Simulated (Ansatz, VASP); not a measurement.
**Two plane-wave programs on La**

The input INCAR:

```
  PREC = Accurate
  ENCUT = 520
  EDIFF = 1E-7
  ISMEAR = -1
  SIGMA = 0.1
  LREAL = F
  LASPH = T
  NELM = 80
  ALGO = Normal
  ISIF = 2
  LWAVE = F
  LCHARG = F
  GGA = B5
  ALDAX = 1.0
  AGGAX = 1.0
  AGGAC = 1.0
  ALDAC = 0.0
  NBANDS = 12
```

KPOINTS

```
regular mesh
0
Gamma
  12 12 12
```

POSCAR

```
La
1.0
   -2.1074613137      2.1074613137      2.1074613137
    2.1074613137     -2.1074613137      2.1074613137
    2.1074613137      2.1074613137     -2.1074613137
La
1
Direct
    0.0000000000      0.0000000000      0.0000000000
```

Input for Ansatz:

```yaml
crystal:
  lattice:
    - [-2.1074613137, 2.1074613137, 2.1074613137]
    - [2.1074613137, -2.1074613137, 2.1074613137]
    - [2.1074613137, 2.1074613137, -2.1074613137]
  atoms:
    - { symbol: La, position: [0.0, 0.0, 0.0] }
hamiltonian:
  xc: blyp
  pseudopotentials:
    kind: paw
    azcp:
      La: "pseudopotentials/La.paw.azcp"
basis:
  ecutwfc: 420
  fft_grid_basis: typed
kpoints:
  mp_grid: { grid: [12, 12, 12], shift: [0, 0, 0] }
magnetization:
  spin_polarized: false
scf:
  occupations: { method: fermi_dirac, width: 0.1 }
  lower_state_search: "off"
output:
  stress: true
```

Alike in both runs: task single point; functional BLYP; k mesh 12 × 12 × 12; occupations fermi-dirac, width 0.1 eV; no spin polarisation.

```csv
,VASP,Ansatz
version,VASP 6.6.1,Ansatz 0.2.0
potentials or method,"VASP PAW PBE potentials, release 64 (La), cutoff 520 eV","plane waves (420 eV) with PAW, scalar-relativistic"
valence electrons in the cell,11,11
```

```csv
,VASP,Ansatz,Ansatz less VASP
pressure (GPa),2.4,2.4,+0.03
```

VASP's potentials were made for PBE, not for BLYP. With one functional, cell and mesh, what is left measures potentials, basis and numerics.

Spin-orbit coupling is off throughout.
